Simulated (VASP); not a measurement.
# LiF (Fm-3m) in VASP: notebook

Runs on LiF. Level: PBE. Tasks: single point.

Program: VASP 6.6.1. These are calculated values, not measurements. Logs are shortened: lines on timing, memory, paths and dates and some standing lists are left out, and cuts for length are marked.

## Step 1: The cell of the first run

It takes space group Fm-3m (No. 225, cubic). The conventional cell has a = 3.990 Å, b = 3.990 Å, c = 3.990 Å, α = 90.00°, β = 90.00°, γ = 90.00°. Within 2.6 Å of Li (site symmetry m-3m) lie 6 F at 1.99 Å. F (site symmetry m-3m) has 6 Li at 1.99 Å within 2.6 Å.

## Step 2: Single point, PBE

INCAR reads:

```
PREC     = Accurate       # precision mode
ENCUT    = 520            # plane-wave cutoff, eV
EDIFF    = 1E-7           # SCF threshold, eV
ISMEAR   = -1             # smearing method
SIGMA    = 0.02           # smearing width, eV
LREAL    = F              # projectors in reciprocal space
LASPH    = T              # aspherical terms in the spheres
NELM     = 100            # most SCF steps
ALGO     = Normal         # electronic algorithm
ISIF     = 2              # what is computed and relaxed
LWAVE    = F              # write WAVECAR
LCHARG   = F              # write CHGCAR
GGA      = PE             # functional
NBANDS   = 12             # bands
```

KPOINTS reads:

```
regular mesh
0
Gamma
  10 10 10
```

POSCAR reads:

```
LiF
1.0
    0.0000000000      1.9948717717      1.9948717717
    1.9948717717      0.0000000000      1.9948717717
    1.9948717717      1.9948717717      0.0000000000
Li F
1 1
Direct
    0.0000000000      0.0000000000      0.0000000000
    0.5000000000      0.5000000000      0.5000000000
```

Potentials or basis: VASP PAW PBE potentials, release 64 (Li_sv, F).

Started as:

```sh
> cat potpaw_PBE.64/Li_sv/POTCAR potpaw_PBE.64/F/POTCAR > POTCAR
> mpirun -np 1 vasp_std > vasp.out
```

OUTCAR:

```text
PREC = Accurate
   ENCUT = 520
   EDIFF = 1E-7
   ISMEAR = -1
   LREAL = F
   LASPH = T
   NELM = 100
   ISIF = 2
   GGA = PE

 ion  position               nearest neighbor table
   1  0.000  0.000  0.000-   2 1.99   2 1.99   2 1.99   2 1.99   2 1.99   2 1.99
   2  0.500  0.500  0.500-   1 1.99   1 1.99   1 1.99   1 1.99   1 1.99   1 1.99

  LATTYP: Found a face centered cubic cell.
 ALAT       =     3.9897435434

  Lattice vectors:

 A1 = (   0.0000000000,   1.9948717717,   1.9948717717)
 A2 = (   1.9948717717,   0.0000000000,   1.9948717717)
 A3 = (   1.9948717717,   1.9948717717,   0.0000000000)

Analysis of symmetry for initial positions (statically):
=====================================================================
 Subroutine PRICEL returns:
 Original cell was already a primitive cell.

 Routine SETGRP: Setting up the symmetry group for a
 face centered cubic supercell.

 Subroutine GETGRP returns: Found 48 space group operations
 (whereof 48 operations were pure point group operations)
 out of a pool of 48 trial point group operations.

The static configuration has the point symmetry O_h .

Analysis of symmetry for dynamics (positions and initial velocities):
=====================================================================
 Subroutine PRICEL returns:
 Original cell was already a primitive cell.

 Routine SETGRP: Setting up the symmetry group for a
 face centered cubic supercell.

 Subroutine GETGRP returns: Found 48 space group operations
 (whereof 48 operations were pure point group operations)
 out of a pool of 48 trial point group operations.

The dynamic configuration has the point symmetry O_h .

 Subroutine INISYM returns: Found 48 space group operations
 (whereof 48 operations are pure point group operations),
 and found     1 'primitive' translations

----------------------------------------------------------------------------------------

                                     Primitive cell

  volume of cell :      15.8772

  direct lattice vectors                    reciprocal lattice vectors
     0.000000000  1.994871772  1.994871772    -0.250642676  0.250642676  0.250642676
     1.994871772  0.000000000  1.994871772     0.250642676 -0.250642676  0.250642676
     1.994871772  1.994871772  0.000000000     0.250642676  0.250642676 -0.250642676

  length of vectors
     2.821174715  2.821174715  2.821174715     0.434125850  0.434125850  0.434125850

  position of ions in fractional coordinates (direct lattice)
     0.000000000  0.000000000  0.000000000
     0.500000000  0.500000000  0.500000000
[... 77 lines left out ...]
   EDIFF  = 0.1E-06   stopping-criterion for ELM
   LREAL  =      F    real-space projection
   EDIFFG = 0.1E-05   stopping-criterion for IOM
   NSW    =      0    number of steps for IOM
   IBRION =     -1    ionic relax: 0-MD 1-quasi-New 2-CG
   NFREE  =      0    steps in history (QN), initial steepest desc. (CG)
   ISIF   =      2    stress and relaxation
   ISYM   =      2    0-nonsym 1-usesym 2-fastsym
   POTIM  = 0.5000    time-step for ionic-motion
   TEBEG  =    0.0;   TEEND  =   0.0 temperature during run
   PSTRESS=    0.0 pullay stress
   NELECT =      10.0000    total number of electrons
   NUPDOWN=      -1.0000    fix difference up-down
   EMIN   =  10.00;   EMAX   =-10.00  energy-range for DOS
   EFERMI =   0.00;   METHOD = LEGACY
   ISMEAR =    -1;   SIGMA  =   0.02  broadening in eV -4-tet -1-fermi 0-gaus
   EFERMI_NEDOS =   21; number of points for ismear=-14 and -15
   IALGO  =     38    algorithm
   IMIX   =      4    mixing-type and parameters
     AMIX     =   0.40;   BMIX     =  1.00
     AMIX_MAG =   1.60;   BMIX_MAG =  1.00
  volume/ion in A,a.u.               =       7.94        53.57
  Fermi-wavevector in a.u.,A,eV,Ry     =   1.403298  2.651848 26.793201  1.969245
  Thomas-Fermi vector in A             =   2.525974
   LORBIT       =      0    0 simple, 1 ext, 2 COOP (PROOUT), +10 PAW based schemes
   GGA     = PE    functional components
[... 5 lines left out ...]
 non-spin polarized calculation
  energy-cutoff  :      520.00
  volume of cell :       15.88
 maximum number of plane-waves:       444
 NGX is ok and might be reduce to    24
   NGX = 11   NGY = 11   NGZ = 11

 number of electron      10.0000000 magnetization

 number of electron       9.9999997 magnetization

 Free energy of the ion-electron system (eV)
  ---------------------------------------------------
  ext. energy  EPLUGINS =         0.00000000
  ---------------------------------------------------
  free energy    TOTEN  =        -9.62804547 eV

  energy without entropy =       -9.62804547  energy(sigma->0) =       -9.62804547

 E-fermi :  -0.3941     XC(G=0): -10.1228

 val. band max:       -0.8421724672   @ k =   0.0000   0.0000   0.0000
 cond. band min:       8.5098301019   @ k =   0.0000   0.0000   0.0000
 fundamental gap:      9.3520025691
 Fermi energy:        -0.3940817314

 k-point     1 :       0.0000    0.0000    0.0000
  band No.  band energies     occupation
      1     -41.7001      2.00000
      2     -20.8959      2.00000
      3      -0.8422      2.00000
      4      -0.8422      2.00000
      5      -0.8422      2.00000
      6       8.5098      0.00000
      7      23.5069      0.00000
      8      23.5069      0.00000
      9      23.5069      0.00000
     10      23.7657      0.00000
     11      23.7657      0.00000
     12      23.7657      0.00000
[... 331 lines left out ...]
 k-point    24 :       0.4000    0.3000    0.0000
  band No.  band energies     occupation
      1     -41.6325      2.00000
      2     -20.3386      2.00000
      3      -3.2480      2.00000
      4      -1.7520      2.00000
      5      -1.6356      2.00000
      6      12.5100      0.00000
      7      16.1258      0.00000
      8      18.0039      0.00000
      9      19.6395      0.00000
     10      20.7080      0.00000
     11      33.7382      0.00000
     12      34.5820      0.00000

 [... further k-points ...]
[... 5 lines left out ...]
  --------------------------------------------------------------------------------------
  -------------------------------------------------------------------------------------
  Total        0.3943762      0.3943762      0.3943762     -0.0000000      0.0000000     -0.0000000
  in kB       39.7966355     39.7966355     39.7966355     -0.0000000      0.0000000     -0.0000000
  external PRESSURE =      39.7966355 kB  Pullay stress =       0.0000000 kB

 VOLUME and BASIS-vectors are now :
 -----------------------------------------------------------------------------
  energy-cutoff  :      520.00
  volume of cell :       15.88
      direct lattice vectors                 reciprocal lattice vectors
     0.000000000  1.994871772  1.994871772    -0.250642676  0.250642676  0.250642676
     1.994871772  0.000000000  1.994871772     0.250642676 -0.250642676  0.250642676
     1.994871772  1.994871772  0.000000000     0.250642676  0.250642676 -0.250642676

 POSITION                                       TOTAL-FORCE (eV/Angst)
 -----------------------------------------------------------------------------------
      0.00000      0.00000      0.00000         0.000000     -0.000000      0.000000
      1.99487      1.99487      1.99487        -0.000000      0.000000     -0.000000
 -----------------------------------------------------------------------------------
    total drift:                               -0.000000     -0.000000      0.000000

  FREE ENERGIE OF THE ION-ELECTRON SYSTEM (eV)
  ---------------------------------------------------
  free  energy   TOTEN  =        -9.6280454680 eV

  energy  without entropy=       -9.6280454680  energy(sigma->0) =       -9.62804547
```

OSZICAR:

```text
N       E                     dE             d eps       ncg     rms          rms(c)
DAV:   1     0.308305709103E+02    0.30831E+02   -0.54433E+03  1172   0.850E+02
DAV:   2    -0.912129418806E+01   -0.39952E+02   -0.39141E+02  1352   0.189E+02
DAV:   3    -0.101278049458E+02   -0.10065E+01   -0.10044E+01  1468   0.263E+01
DAV:   4    -0.101384848777E+02   -0.10680E-01   -0.10679E-01  1296   0.281E+00
DAV:   5    -0.101386101761E+02   -0.12530E-03   -0.12530E-03  1468   0.229E-01    0.454E+00
DAV:   6    -0.961693361835E+01    0.52168E+00   -0.24470E+00  1260   0.980E+00    0.137E+00
DAV:   7    -0.962127773304E+01   -0.43441E-02   -0.19266E-02  1504   0.122E+00    0.855E-01
DAV:   8    -0.962795200361E+01   -0.66743E-02   -0.14621E-02  1388   0.126E+00    0.110E-01
DAV:   9    -0.962796747875E+01   -0.15475E-04   -0.93013E-04  1304   0.276E-01    0.424E-02
DAV:  10    -0.962804259926E+01   -0.75121E-04   -0.12684E-04  1284   0.886E-02    0.151E-02
DAV:  11    -0.962804462641E+01   -0.20271E-05   -0.59329E-06  1404   0.229E-02    0.239E-03
DAV:  12    -0.962804545340E+01   -0.82699E-06   -0.46758E-07  1332   0.580E-03    0.956E-04
DAV:  13    -0.962804546800E+01   -0.14597E-07   -0.57170E-08   948   0.223E-03
   1 F= -.96280455E+01 E0= -.96280455E+01  d E =-.365496E-11
```

Run time: 5.1 s. Hardware: 1 thread of Intel Xeon Platinum 8488C (Sapphire Rapids), shared host; peak memory 0.13 GiB.

What came out:

| Quantity | Value |
| --- | --- |
| Free energy | -9.6280 eV |
| Band gap on the k mesh | 9.35 eV, direct |

Levels at points of the mesh, in eV from the valence-band top:
```
           k point  band 3  band 4  band 5  band 6  band 7  band 8
(0.00, 0.00, 0.00)    0.00    0.00    0.00    9.35   24.35   24.35
(0.50, 0.00, 0.00)   -2.60   -0.24   -0.24   10.92   17.08   19.13
(0.50, 0.50, 0.00)   -3.13   -1.04   -1.04   15.08   16.61   17.80
```

Caveat: the cutoff is under 1.25 times the usual one of these potentials, so pressure, stress and relaxed cells hold a basis-set (Pulay) error.

## Step 3: Single point, PBE

This run uses another cell than the first one, of 8.41 Å³/atom, 1.060 times its volume.

INCAR reads:

```
SYSTEM = LiF
PREC = Accurate ; ENCUT = 520
EDIFF = 1E-6 ; ISMEAR = -1
SIGMA = 0.02 ; LREAL = .False.
LASPH = .True. ; NELM = 100
ALGO = Normal ; ISIF = 2
LWAVE = .False. ; LCHARG = .False.
GGA = PE ; NBANDS = 12
```

KPOINTS reads:

```
Automatic mesh
0
Gamma
  12 12 12
  0 0 0
```

POSCAR reads:

```
LiF
1.0
    0.0000000000      2.0339387250      2.0339387250
    2.0339387250      0.0000000000      2.0339387250
    2.0339387250      2.0339387250      0.0000000000
Li F
1 1
Direct
    0.0000000000      0.0000000000      0.0000000000
    0.5000000000      0.5000000000      0.5000000000
```

Potentials or basis: VASP PAW PBE potentials, release 64 (Li_sv, F).

Started as:

```sh
> cat potpaw_PBE.64/Li_sv/POTCAR potpaw_PBE.64/F/POTCAR > POTCAR
> mpirun -np 1 vasp_std > vasp.out
```

Run time: 8.1 s. Hardware: 1 thread of Intel Xeon Platinum 8488C (Sapphire Rapids), shared host; peak memory 0.13 GiB.

It converged, with:

```
Free energy            : -9.6409 eV
Band gap on the k mesh : 8.83 eV, direct
```

Levels at points of the mesh, in eV from the valence-band top:
| k point | band 2 | band 3 | band 4 | band 5 | band 6 | band 7 | band 8 | band 9 |
| --- | --- | --- | --- | --- | --- | --- | --- | --- |
| (0.00, 0.00, 0.00) | -19.89 | 0.00 | 0.00 | 0.00 | 8.83 | 23.58 | 23.58 | 23.58 |
| (0.50, 0.00, 0.00) | -19.48 | -2.43 | -0.22 | -0.22 | 10.62 | 16.39 | 18.66 | 18.66 |
| (0.50, 0.50, 0.00) | -19.24 | -2.88 | -0.95 | -0.95 | 14.53 | 16.33 | 17.09 | 19.89 |

Caveat: the cutoff is under 1.25 times the usual one of these potentials, so pressure, stress and relaxed cells hold a basis-set (Pulay) error.
